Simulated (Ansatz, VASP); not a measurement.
**PbO: VASP beside Ansatz**

```xyz
4
Lattice="3.9744 0.0000 0.0000 0.0000 3.9744 0.0000 0.0000 0.0000 5.0220" Properties=species:S:1:pos:R:3 pbc="T T T"
Pb    0.0000    1.9872    1.1807
Pb    1.9872    0.0000    3.8413
O     0.1500    0.0000    0.0000
O     1.9872    1.9872    0.0000
```

Change from the starting cell: one atom moved.

Alike in both runs: task single point; functional PBE; k mesh 8 × 8 × 6; occupations gaussian, width 0.02 eV; no spin polarisation.

```csv
,VASP,Ansatz
version,VASP 6.6.1,Ansatz 0.2.0
potentials or method,"VASP PAW PBE potentials, release 64 (Pb_d, O), cutoff 520 eV","scalar-relativistic, plane waves, PAW"
valence electrons in the cell,40,40
```

```csv
,VASP,Ansatz,Ansatz less VASP
gap on the k mesh at the Fermi level (eV),1.24,1.24,-0.007
least direct gap on the mesh (eV),2.30,2.30,-0.002
pressure (GPa),5.5,5.4,-0.09
"traceless stress, the component that is largest in VASP (GPa)",-1.56,-1.51,+0.048
rms of the force components (eV/Å),0.475,0.462,-0.0132
```

Atom by atom the forces differ by 0.019 eV/Å (rms over components). The functional is the same, so the differences come from potentials, cutoffs and numerics.

Neither program's run includes spin-orbit coupling.
